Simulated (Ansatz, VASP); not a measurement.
**LiH in VASP and in Ansatz**

```
Li H
1.0
     0.00000    1.89896    1.89896
     1.89896    0.00000    1.89896
     1.89896    1.89896    0.00000
Li H
1 1
Direct
  0.00000 0.00000 0.00000
  0.50000 0.50000 0.50000
```

Alike in both runs: task single point; functional PBE; k mesh 10 × 10 × 10; occupations gaussian, width 0.1 eV; no spin polarisation.

|  | VASP | Ansatz |
| --- | --- | --- |
| version | VASP 6.6.1 | Ansatz 0.2.0 |
| potentials or method | VASP PAW PBE potentials, release 64 (Li_sv, H), cutoff 520 eV | scalar-relativistic, plane waves, PAW |
| valence electrons in the cell | 4 | 4 |

```csv
,VASP,Ansatz,Ansatz less VASP
gap on the k mesh at the Fermi level (eV),2.83,2.84,+0.005
least direct gap on the mesh (eV),2.83,2.84,+0.005
```

Noted on VASP's run: the cutoff is short for stress, so the pressure is rough.
